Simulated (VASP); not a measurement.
# W (R-3m) in VASP: further runs, part 2 of 2

VASP 6.6.1. The steps go on from the part before.

## (3) Single point, r2SCAN

This run uses another cell than the first one, of the same volume but with other edges.

File POSCAR:

```
W
1.0
   -1.4029090590      1.6033246389      1.6033246389
    1.6033246389     -1.4029090590      1.6033246389
    1.6033246389      1.6033246389     -1.4029090590
W
1
Direct
    0.0000000000      0.0000000000      0.0000000000
```

File INCAR.step1:

```
ALGO = Normal
EDIFF = 1E-4
ENCUT = 520
GGA = PE
ISMEAR = 0
LASPH = True
LCHARG = False
LREAL = False
LWAVE = True
NBANDS = 13
NELM = 80
PREC = Accurate
SIGMA = 0.15
```

File INCAR.step2:

```
ALGO = Normal
EDIFF = 1E-6
ENCUT = 520
ISIF = 2
ISMEAR = 0
ISTART = 1
LASPH = True
LCHARG = False
LMIXTAU = True
LREAL = False
LWAVE = False
METAGGA = R2SCAN
NBANDS = 13
NELM = 80
PREC = Accurate
SIGMA = 0.15
```

File KPOINTS:

```
k-points
0
Gamma
  24 24 24
```

Potentials or basis: VASP PAW PBE potentials, release 64 (W_sv).

Run with:

```sh
$ cat potpaw_PBE.64/W_sv/POTCAR > POTCAR
$ cp INCAR.step1 INCAR
$ mpirun -np 1 vasp_std > vasp.out
$ cp INCAR.step2 INCAR
$ mpirun -np 1 vasp_std > vasp.out
```

OUTCAR:

```text
EDIFF = 1E-6
   ENCUT = 520
   ISIF = 2
   ISMEAR = 0
   ISTART = 1
   LASPH = True
   LREAL = False
   METAGGA = R2SCAN
   NELM = 80
   PREC = Accurate

 ion  position               nearest neighbor table
   1  0.000  0.000  0.000-

  LATTYP: Found a trigonal (rhomboedric) cell.
 ALAT       =     2.6663558696
 COS(alpha) =    -0.2711864407

  Lattice vectors:

 A1 = (  -1.4029090590,   1.6033246389,   1.6033246389)
 A2 = (   1.6033246389,  -1.4029090590,   1.6033246389)
 A3 = (   1.6033246389,   1.6033246389,  -1.4029090590)

Analysis of symmetry for initial positions (statically):
=====================================================================
 Subroutine PRICEL returns:
 Original cell was already a primitive cell.

 Routine SETGRP: Setting up the symmetry group for a
 trigonal (rhombohedral) supercell.

 Subroutine GETGRP returns: Found 12 space group operations
 (whereof 12 operations were pure point group operations)
 out of a pool of 12 trial point group operations.

The static configuration has the point symmetry D_3d.

Analysis of symmetry for dynamics (positions and initial velocities):
=====================================================================
 Subroutine PRICEL returns:
 Original cell was already a primitive cell.

 Routine SETGRP: Setting up the symmetry group for a
 trigonal (rhombohedral) supercell.

 Subroutine GETGRP returns: Found 12 space group operations
 (whereof 12 operations were pure point group operations)
 out of a pool of 12 trial point group operations.

The dynamic configuration has the point symmetry D_3d.

 Subroutine INISYM returns: Found 12 space group operations
 (whereof 12 operations are pure point group operations),
 and found     1 'primitive' translations

----------------------------------------------------------------------------------------

                                     Primitive cell

  volume of cell :      16.3012

  direct lattice vectors                    reciprocal lattice vectors
    -1.402909059  1.603324639  1.603324639    -0.036960237  0.295681899  0.295681899
     1.603324639 -1.402909059  1.603324639     0.295681899 -0.036960237  0.295681899
     1.603324639  1.603324639 -1.402909059     0.295681899  0.295681899 -0.036960237

  length of vectors
     2.666355870  2.666355870  2.666355870     0.419787601  0.419787601  0.419787601

  position of ions in fractional coordinates (direct lattice)
     0.000000000  0.000000000  0.000000000

  ion indices of the primitive-cell ions
   primitive index   ion index
                 1           1

----------------------------------------------------------------------------------------

 KPOINTS: k-points

Automatic generation of k-mesh.
 Grid dimensions read from file:
 generate k-points for:   24   24   24

 Generating k-lattice:

  Cartesian coordinates                     Fractional coordinates (reciprocal lattice)
    -0.001540010  0.012320079  0.012320079     0.041666667 -0.000000000 -0.000000000
     0.012320079 -0.001540010  0.012320079    -0.000000000  0.041666667 -0.000000000
     0.012320079  0.012320079 -0.001540010    -0.000000000 -0.000000000  0.041666667

  Length of vectors
     0.017491150  0.017491150  0.017491150

  Shift w.r.t. Gamma in fractional coordinates (k-lattice)
     0.000000000  0.000000000  0.000000000

 Subroutine IBZKPT returns following result:
 ===========================================

 Found   1313 irreducible k-points:

 Following reciprocal coordinates:
            Coordinates               Weight
  0.000000  0.000000  0.000000      1.000000
  0.041667 -0.000000 -0.000000      6.000000
  0.083333  0.000000  0.000000      6.000000
  0.125000  0.000000  0.000000      6.000000
  0.166667  0.000000  0.000000      6.000000
  0.208333  0.000000  0.000000      6.000000
[... 16 lines left out ...]
  0.416667  0.041667  0.000000     12.000000
  0.458333  0.041667  0.000000     12.000000
 [... further k-points ...]
   k-points           NKPTS =   1313   k-points in BZ     NKDIM =   1313   number of bands    NBANDS=     13
   number of dos      NEDOS =    301   number of ions     NIONS =      1
   total plane-waves  NPLWV =   8000
   dimension x,y,z NGX =    20 NGY =   20 NGZ =   20
   dimension x,y,z NGXF=    40 NGYF=   40 NGZF=   40
   ions per type =               1
   NGX,Y,Z   is equivalent  to a cutoff of  12.47, 12.47, 12.47 a.u.
   NGXF,Y,Z  is equivalent  to a cutoff of  24.94, 24.94, 24.94 a.u.
 SYSTEM =  unknown system
   PREC   = accura    normal or accurate (medium, high low for compatibility)
   ISTART =      1    job   : 0-new  1-cont  2-samecut
   ICHARG =      0    charge: 1-file 2-atom 10-const
   ISPIN  =      1    spin polarized calculation?
   LNONCOLLINEAR =      F non collinear calculations
   LSORBIT =      F    spin-orbit coupling
   LASPH  =      T    aspherical Exc in radial PAW
   ENCUT  =  520.0 eV  38.22 Ry    6.18 a.u.   4.96  4.96  4.96*2*pi/ulx,y,z
   NELM   =     80;   NELMIN=  2; NELMDL=  0     # of ELM steps
   EDIFF  = 0.1E-05   stopping-criterion for ELM
   LREAL  =      F    real-space projection
   EDIFFG = 0.1E-04   stopping-criterion for IOM
   NSW    =      0    number of steps for IOM
   IBRION =     -1    ionic relax: 0-MD 1-quasi-New 2-CG
   NFREE  =      0    steps in history (QN), initial steepest desc. (CG)
   ISIF   =      2    stress and relaxation
   ISYM   =      2    0-nonsym 1-usesym 2-fastsym
   POTIM  = 0.5000    time-step for ionic-motion
   TEBEG  =    0.0;   TEEND  =   0.0 temperature during run
   PSTRESS=    0.0 pullay stress
   NELECT =      14.0000    total number of electrons
   NUPDOWN=      -1.0000    fix difference up-down
   EMIN   =  10.00;   EMAX   =-10.00  energy-range for DOS
   EFERMI =   0.00;   METHOD = LEGACY
   ISMEAR =     0;   SIGMA  =   0.15  broadening in eV -4-tet -1-fermi 0-gaus
   EFERMI_NEDOS =   21; number of points for ismear=-14 and -15
   IALGO  =     38    algorithm
   IMIX   =      4    mixing-type and parameters
     AMIX     =   0.40;   BMIX     =  1.00
     AMIX_MAG =   1.60;   BMIX_MAG =  1.00
  volume/ion in A,a.u.               =      16.30       110.01
  Fermi-wavevector in a.u.,A,eV,Ry     =   1.556125  2.940649 32.946829  2.421524
  Thomas-Fermi vector in A             =   2.659966
   LORBIT       =      0    0 simple, 1 ext, 2 COOP (PROOUT), +10 PAW based schemes
   METAGGA = R2SCAN    functional components
   LHFCALC =     F    Hartree Fock is set to
   AEXX    =    0.0000 exact exchange contribution
   IVDW    =     0    specifies the selected vdW correction
   LEPSILON=     F    determine dielectric tensor
   LRPA    =     F    only Hartree local field effects (RPA)
 non-spin polarized calculation
 Gauss-broadening in eV      SIGMA  =   0.15
  energy-cutoff  :      520.00
  volume of cell :       16.30
 maximum number of plane-waves:       457
   NGX =  9   NGY =  9   NGZ =  9

 number of electron      13.9999999 magnetization

 Free energy of the ion-electron system (eV)
  ---------------------------------------------------
  ext. energy  EPLUGINS =         0.00000000
  ---------------------------------------------------
  free energy    TOTEN  =       -51.09343763 eV

  energy without entropy =      -51.08846530  energy(sigma->0) =      -51.09095146

 E-fermi :  11.0913     XC(G=0): -14.7416

 val. band max:       11.0881584911   @ k =   0.4583   0.3750   0.0833
 cond. band min:      11.0928558239   @ k =  -0.4583   0.2500   0.2500
 fundamental gap:      0.0046973328
 Fermi energy:        11.0913444541

 k-point     1 :       0.0000    0.0000    0.0000
  band No.  band energies     occupation
      1     -65.2523      2.00000
      2     -28.3764      2.00000
      3     -27.9785      2.00000
      4     -27.9785      2.00000
      5       0.9696      2.00000
      6       8.1397      2.00000
      7       8.1397      2.00000
      8      11.9135      0.00000
      9      14.0832      0.00000
     10      14.0832      0.00000
     11      25.2459      0.00000
     12      25.2459      0.00000
     13      28.6658      0.00000
[... 353 lines left out ...]
 k-point    24 :       0.4583    0.0417    0.0000
  band No.  band energies     occupation
      1     -65.1335      2.00000
      2     -29.4573      2.00000
      3     -28.3390      2.00000
      4     -27.9842      2.00000
      5       4.5242      2.00000
      6       6.9752      2.00000
      7      10.3732      2.00000
      8      14.0129      0.00000
      9      14.6788      0.00000
     10      15.5264      0.00000
     11      21.5635      0.00000
     12      24.2276      0.00000
     13      29.0271      0.00000

 [... further k-points ...]
[... 5 lines left out ...]
  --------------------------------------------------------------------------------------
  -------------------------------------------------------------------------------------
  Total        0.0090763      0.0090763      0.0090763     -1.3181115     -1.3181115     -1.3181115
  in kB        0.8920768      0.8920768      0.8920768   -129.5517485   -129.5517485   -129.5517485
  external PRESSURE =       0.8920768 kB  Pullay stress =       0.0000000 kB

 VOLUME and BASIS-vectors are now :
 -----------------------------------------------------------------------------
  energy-cutoff  :      520.00
  volume of cell :       16.30
      direct lattice vectors                 reciprocal lattice vectors
    -1.402909059  1.603324639  1.603324639    -0.036960237  0.295681899  0.295681899
     1.603324639 -1.402909059  1.603324639     0.295681899 -0.036960237  0.295681899
     1.603324639  1.603324639 -1.402909059     0.295681899  0.295681899 -0.036960237

 POSITION                                       TOTAL-FORCE (eV/Angst)
 -----------------------------------------------------------------------------------
      0.00000      0.00000      0.00000         0.000000     -0.000000     -0.000000
 -----------------------------------------------------------------------------------
    total drift:                                0.000000     -0.000000     -0.000000

  FREE ENERGIE OF THE ION-ELECTRON SYSTEM (eV)
  ---------------------------------------------------
  free  energy   TOTEN  =       -51.0934376259 eV

  energy  without entropy=      -51.0884653013  energy(sigma->0) =      -51.09095146
```

OUTCAR.step1:

```text
EDIFF = 1E-4
   ENCUT = 520
   GGA = PE
   ISMEAR = 0
   LASPH = True
   LREAL = False
[... 599 lines left out ...]

 POSITION                                       TOTAL-FORCE (eV/Angst)
 -----------------------------------------------------------------------------------
      0.00000      0.00000      0.00000        -0.000000      0.000000      0.000000
 -----------------------------------------------------------------------------------
    total drift:                               -0.000000     -0.000000      0.000000

  FREE ENERGIE OF THE ION-ELECTRON SYSTEM (eV)
  ---------------------------------------------------
  free  energy   TOTEN  =       -12.7029528253 eV

  energy  without entropy=      -12.6976180484  energy(sigma->0) =      -12.70028544
```

OSZICAR.step1:

```text
N       E                     dE             d eps       ncg     rms          rms(c)
DAV:   1     0.855732279765E+02    0.85573E+02   -0.74643E+03 34356   0.122E+03
DAV:   2    -0.116267502832E+02   -0.97200E+02   -0.93242E+02 38218   0.316E+02
DAV:   3    -0.132890995925E+02   -0.16623E+01   -0.16567E+01 37843   0.402E+01
DAV:   4    -0.132961186822E+02   -0.70191E-02   -0.70189E-02 37968   0.289E+00
DAV:   5    -0.132961804048E+02   -0.61723E-04   -0.61724E-04 38230   0.255E-01    0.203E+01
DAV:   6    -0.128284184998E+02    0.46776E+00   -0.39712E-01 35148   0.834E+00    0.823E+00
DAV:   7    -0.127067858798E+02    0.12163E+00   -0.20773E-01 38308   0.575E+00    0.601E-01
DAV:   8    -0.127029524986E+02    0.38334E-02   -0.49288E-03 35178   0.884E-01    0.785E-02
DAV:   9    -0.127029528253E+02   -0.32671E-06   -0.83216E-05 28742   0.117E-01
   1 F= -.12702953E+02 E0= -.12700285E+02  d E =-.533478E-02
```

Run time: 9.9 min. Hardware: 1 thread of Oxide Virtual Turin-like, shared host; peak memory 0.31 GiB.

Results:

- Free energy: -51.0934 eV
- Pressure: 0.1 GPa
- Band gap on the k mesh: zero (bands 7 and 8 overlap by 3.10 eV)

Caveat: the PAW data sets were made with another functional, which shifts forces and pressure a little; spin-orbit coupling is left out, which moves the levels of the heavy elements.
